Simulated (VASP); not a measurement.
# B3C (Fm-3m) in VASP: density of states with PBE

Aim: the density of states of B3C with PBE.

All numbers are computed with VASP 6.6.1; they aren't measurements. Logs are shortened: lines on timing, memory, paths and dates and some standing lists are left out, and cuts for length are marked.

## 1. The cell of the first run

Symmetry: Fm-3m, No. 225, cubic system. Conventional cell: a = 4.693 Å, b = 4.693 Å, c = 4.693 Å, α = 90.00°, β = 90.00°, γ = 90.00°. B (site symmetry -43m) has 10 B at 2.03 to 2.35 Å and 4 C at 2.03 Å within 2.7 Å. Within 2.7 Å of B (site symmetry m-3m) lie 8 B at 2.03 Å and 6 C at 2.35 Å. Within 2.7 Å of C (site symmetry m-3m) lie 14 B at 2.03 to 2.35 Å.

## 2. Density of states, PBE

POSCAR

```
B3C
1.0
    0.0000000000      2.3467366923      2.3467366923
    2.3467366923      0.0000000000      2.3467366923
    2.3467366923      2.3467366923      0.0000000000
B C
3 1
Direct
    0.7500000000      0.7500000000      0.7500000000
    0.2500000000      0.2500000000      0.2500000000
    0.5000000000      0.5000000000      0.5000000000
    0.0000000000      0.0000000000      0.0000000000
```

INCAR.step1

```
SYSTEM = B3C
  PREC = Accurate
  ENCUT = 520
  EDIFF = 1E-7
  ISMEAR = 0
  SIGMA = 0.1
  LREAL = .FALSE.
  LASPH = .TRUE.
  NELM = 60
  ALGO = Normal
  ISIF = 2
  LWAVE = .FALSE.
  LCHARG = .TRUE.
  GGA = PE
  NBANDS = 14
```

KPOINTS.step1

```
Automatic mesh
0
G
  16 16 16
  0 0 0
```

INCAR.step2

```
SYSTEM = B3C
  PREC = Accurate
  ENCUT = 520
  EDIFF = 1E-7
  ISMEAR = -5
  SIGMA = 0.1
  LREAL = .FALSE.
  LASPH = .TRUE.
  NELM = 60
  ALGO = Normal
  ISIF = 2
  LWAVE = .FALSE.
  LCHARG = .FALSE.
  GGA = PE
  LORBIT = 10
  NEDOS = 1001
  ICHARG = 11
```

KPOINTS.step2

```
Automatic mesh
0
G
  24 24 24
  0 0 0
```

Potentials or basis: VASP PAW PBE potentials, release 64 (B, C).

The run is started by

```
cat potpaw_PBE.64/B/POTCAR potpaw_PBE.64/C/POTCAR > POTCAR
cp INCAR.step1 INCAR
cp KPOINTS.step1 KPOINTS
mpirun -np 1 vasp_std > vasp.out
cp INCAR.step2 INCAR
cp KPOINTS.step2 KPOINTS
mpirun -np 1 vasp_std > vasp.out
```

OUTCAR:

```text
SYSTEM = B3C
   PREC = Accurate
   ENCUT = 520
   EDIFF = 1E-7
   ISMEAR = -5
   LREAL = .FALSE.
   LASPH = .TRUE.
   NELM = 60
   ISIF = 2
   GGA = PE
   LORBIT = 10
   ICHARG = 11

 ion  position               nearest neighbor table
   1  0.750  0.750  0.750-   3 2.03   3 2.03   3 2.03   4 2.03   4 2.03   4 2.03   4 2.03   3 2.03

   2  0.250  0.250  0.250-   4 2.03   4 2.03   4 2.03   3 2.03   3 2.03   3 2.03   4 2.03   3 2.03

   3  0.500  0.500  0.500-   2 2.03   2 2.03   2 2.03   1 2.03   1 2.03   1 2.03   2 2.03   1 2.03

   4  0.000  0.000  0.000-   1 2.03   1 2.03   1 2.03   2 2.03   2 2.03   2 2.03   2 2.03   1 2.03

  LATTYP: Found a face centered cubic cell.
 ALAT       =     4.6934733846

  Lattice vectors:

 A1 = (   0.0000000000,   2.3467366923,   2.3467366923)
 A2 = (   2.3467366923,   0.0000000000,   2.3467366923)
 A3 = (   2.3467366923,   2.3467366923,   0.0000000000)

Analysis of symmetry for initial positions (statically):
=====================================================================
 Subroutine PRICEL returns:
 Original cell was already a primitive cell.

 Routine SETGRP: Setting up the symmetry group for a
 face centered cubic supercell.

 Subroutine GETGRP returns: Found 48 space group operations
 (whereof 48 operations were pure point group operations)
 out of a pool of 48 trial point group operations.

The static configuration has the point symmetry O_h .

Analysis of symmetry for dynamics (positions and initial velocities):
=====================================================================
 Subroutine PRICEL returns:
 Original cell was already a primitive cell.

 Routine SETGRP: Setting up the symmetry group for a
 face centered cubic supercell.

 Subroutine GETGRP returns: Found 48 space group operations
 (whereof 48 operations were pure point group operations)
 out of a pool of 48 trial point group operations.

The dynamic configuration has the point symmetry O_h .

 Subroutine INISYM returns: Found 48 space group operations
 (whereof 48 operations are pure point group operations),
 and found     1 'primitive' translations

----------------------------------------------------------------------------------------

                                     Primitive cell

  volume of cell :      25.8478

  direct lattice vectors                    reciprocal lattice vectors
     0.000000000  2.346736692  2.346736692    -0.213061824  0.213061824  0.213061824
     2.346736692  0.000000000  2.346736692     0.213061824 -0.213061824  0.213061824
     2.346736692  2.346736692  0.000000000     0.213061824  0.213061824 -0.213061824

  length of vectors
     3.318786858  3.318786858  3.318786858     0.369033904  0.369033904  0.369033904

  position of ions in fractional coordinates (direct lattice)
     0.750000000  0.750000000  0.750000000
     0.250000000  0.250000000  0.250000000
     0.500000000  0.500000000  0.500000000
     0.000000000  0.000000000  0.000000000

  ion indices of the primitive-cell ions
   primitive index   ion index
                 1           1
                 2           2
                 3           3
                 4           4

----------------------------------------------------------------------------------------

 KPOINTS: Automatic mesh

Automatic generation of k-mesh.
 Grid dimensions read from file:
 generate k-points for:   24   24   24

 Generating k-lattice:

  Cartesian coordinates                     Fractional coordinates (reciprocal lattice)
    -0.008877576  0.008877576  0.008877576     0.041666667  0.000000000  0.000000000
     0.008877576 -0.008877576  0.008877576     0.000000000  0.041666667  0.000000000
     0.008877576  0.008877576 -0.008877576     0.000000000  0.000000000  0.041666667

  Length of vectors
     0.015376413  0.015376413  0.015376413

  Shift w.r.t. Gamma in fractional coordinates (k-lattice)
     0.000000000  0.000000000  0.000000000

 TETIRR: Found   1864 inequivalent tetrahedra from    82944

 Subroutine IBZKPT returns following result:
 ===========================================

 Found    413 irreducible k-points:

 Following reciprocal coordinates:
            Coordinates               Weight
  0.000000  0.000000  0.000000      1.000000
  0.041667  0.000000  0.000000      8.000000
  0.083333  0.000000  0.000000      8.000000
  0.125000  0.000000  0.000000      8.000000
  0.166667  0.000000  0.000000      8.000000
  0.208333  0.000000  0.000000      8.000000
[... 16 lines left out ...]
  0.416667  0.041667  0.000000     24.000000
  0.458333  0.041667  0.000000     24.000000
 [... further k-points ...]
   k-points           NKPTS =    413   k-points in BZ     NKDIM =    413   number of bands    NBANDS=     10
   number of dos      NEDOS =   1001   number of ions     NIONS =      4
   total plane-waves  NPLWV =  21952
   dimension x,y,z NGX =    28 NGY =   28 NGZ =   28
   dimension x,y,z NGXF=    56 NGYF=   56 NGZF=   56
   ions per type =               3   1
   NGX,Y,Z   is equivalent  to a cutoff of  14.03, 14.03, 14.03 a.u.
   NGXF,Y,Z  is equivalent  to a cutoff of  28.05, 28.05, 28.05 a.u.
 SYSTEM =  B3C
   PREC   = accura    normal or accurate (medium, high low for compatibility)
   ISTART =      0    job   : 0-new  1-cont  2-samecut
   ICHARG =     11    charge: 1-file 2-atom 10-const
   ISPIN  =      1    spin polarized calculation?
   LNONCOLLINEAR =      F non collinear calculations
   LSORBIT =      F    spin-orbit coupling
   LASPH  =      T    aspherical Exc in radial PAW
   ENCUT  =  520.0 eV  38.22 Ry    6.18 a.u.   6.17  6.17  6.17*2*pi/ulx,y,z
   NELM   =     60;   NELMIN=  2; NELMDL=  0     # of ELM steps
   EDIFF  = 0.1E-06   stopping-criterion for ELM
   LREAL  =      F    real-space projection
   EDIFFG = 0.1E-05   stopping-criterion for IOM
   NSW    =      0    number of steps for IOM
   IBRION =     -1    ionic relax: 0-MD 1-quasi-New 2-CG
   NFREE  =      0    steps in history (QN), initial steepest desc. (CG)
   ISIF   =      2    stress and relaxation
   ISYM   =      2    0-nonsym 1-usesym 2-fastsym
   POTIM  = 0.5000    time-step for ionic-motion
   TEBEG  =    0.0;   TEEND  =   0.0 temperature during run
   PSTRESS=    0.0 pullay stress
   NELECT =      13.0000    total number of electrons
   NUPDOWN=      -1.0000    fix difference up-down
   EMIN   =  10.00;   EMAX   =-10.00  energy-range for DOS
   EFERMI =   0.00;   METHOD = LEGACY
   ISMEAR =    -5;   SIGMA  =   0.10  broadening in eV -4-tet -1-fermi 0-gaus
   EFERMI_NEDOS =   21; number of points for ismear=-14 and -15
   IALGO  =     38    algorithm
   IMIX   =      4    mixing-type and parameters
     AMIX     =   0.40;   BMIX     =  1.00
     AMIX_MAG =   1.60;   BMIX_MAG =  1.00
  volume/ion in A,a.u.               =       6.46        43.61
  Fermi-wavevector in a.u.,A,eV,Ry     =   1.301912  2.460257 23.061528  1.694975
  Thomas-Fermi vector in A             =   2.433014
   LORBIT       =     10    0 simple, 1 ext, 2 COOP (PROOUT), +10 PAW based schemes
   GGA     = PE    functional components
   LHFCALC =     F    Hartree Fock is set to
   AEXX    =    0.0000 exact exchange contribution
   IVDW    =     0    specifies the selected vdW correction
   LEPSILON=     F    determine dielectric tensor
   LRPA    =     F    only Hartree local field effects (RPA)
 non-spin polarized calculation
 Fermi weights with tetrahedron method with Bloechl corrections
  energy-cutoff  :      520.00
  volume of cell :       25.85
 maximum number of plane-waves:       725
 NGX is ok and might be reduce to    28

 number of electron      13.0000000 magnetization

 Free energy of the ion-electron system (eV)
  ---------------------------------------------------
  ext. energy  EPLUGINS =         0.00000000
  ---------------------------------------------------
  free energy    TOTEN  =       -19.72922481 eV

  energy without entropy =      -19.72922481  energy(sigma->0) =      -19.72922481

 E-fermi :   9.2263     XC(G=0): -12.8007

 val. band max:        9.3332482178   @ k =  -0.3750   0.3333   0.0833
 cond. band min:       9.0846796763   @ k =  -0.4583   0.2917   0.0833
 fundamental gap:     -0.2485685416
 Fermi energy:         9.2262620230

 k-point     1 :       0.0000    0.0000    0.0000
  band No.  band energies     occupation
      1      -9.4634      2.00000
      2       5.8791      2.00000
      3       5.8791      2.00000
      4       5.8791      2.00000
      5       6.9156      2.00000
      6       7.2879      2.00000
      7       7.2879      2.00000
      8       7.2879      2.00000
      9       9.4404     -0.07012
     10       9.4404      0.00000

 k-point     2 :       0.0417    0.0000    0.0000
  band No.  band energies     occupation
      1      -9.4350      2.00000
      2       5.2025      2.00000
      3       5.7499      2.00000
      4       5.7499      2.00000
      5       6.9987      2.00000
      6       7.4552      2.00000
      7       7.4552      2.00000
      8       7.8029      2.00000
      9       9.3817      0.25278
     10       9.3829      0.00000
[... 274 lines left out ...]
 k-point    24 :       0.4583    0.0417    0.0000
  band No.  band energies     occupation
      1      -6.3757      2.00000
      2      -4.0194      2.00000
      3       3.8970      2.00000
      4       4.0892      2.00000
      5       5.5710      2.00000
      6       6.1468      2.00000
      7       6.5813      2.00000
      8       9.3732     -0.00042
      9      13.7779      0.00000
     10      14.8097      0.00000

 [... further k-points ...]

------------------------ aborting loop because EDIFF is reached ----------------------------------------

  FORCE on cell =-STRESS in cart. coord.  units (eV):
  Direction    XX          YY          ZZ          XY          YZ          ZX
  --------------------------------------------------------------------------------------
  -------------------------------------------------------------------------------------
  Total       -0.0700469     -0.0700469     -0.0700469      0.0000000      0.0000000      0.0000000
  in kB       -4.3418682     -4.3418682     -4.3418682      0.0000000      0.0000000      0.0000000
  external PRESSURE =      -4.3418682 kB  Pullay stress =       0.0000000 kB

 VOLUME and BASIS-vectors are now :
 -----------------------------------------------------------------------------
  energy-cutoff  :      520.00
  volume of cell :       25.85
      direct lattice vectors                 reciprocal lattice vectors
     0.000000000  2.346736692  2.346736692    -0.213061824  0.213061824  0.213061824
     2.346736692  0.000000000  2.346736692     0.213061824 -0.213061824  0.213061824
     2.346736692  2.346736692  0.000000000     0.213061824  0.213061824 -0.213061824

 POSITION                                       TOTAL-FORCE (eV/Angst)
 -----------------------------------------------------------------------------------
      3.52011      3.52011      3.52011         0.000000      0.000000      0.000000
      1.17337      1.17337      1.17337        -0.000000     -0.000000     -0.000000
      2.34674      2.34674      2.34674         0.000000     -0.000000      0.000000
      0.00000      0.00000      0.00000         0.000000     -0.000000      0.000000
 -----------------------------------------------------------------------------------
    total drift:                               -0.000000     -0.000000      0.000000

  FREE ENERGIE OF THE ION-ELECTRON SYSTEM (eV)
  ---------------------------------------------------
  free  energy   TOTEN  =       -19.7292248121 eV

  energy  without entropy=      -19.7292248121  energy(sigma->0) =      -19.72922481

 total charge

# of ion       s       p       d       tot
------------------------------------------
    1        0.678   0.945   0.000   1.622
    2        0.678   0.945   0.000   1.622
    3        0.699   1.007   0.000   1.706
    4        1.012   1.183   0.000   2.195
--------------------------------------------------
tot          3.066   4.079   0.000   7.145
```

Run time: 2.6 min. Hardware: 1 thread of Intel Xeon Platinum 8488C (Sapphire Rapids), shared host; peak memory 0.22 GiB.

What came out:

- Valence electrons inside the program's atomic spheres: B 1.62, 1.71; C 2.19

Caveat: the bands computed are all filled at some k points, so no gap is given.
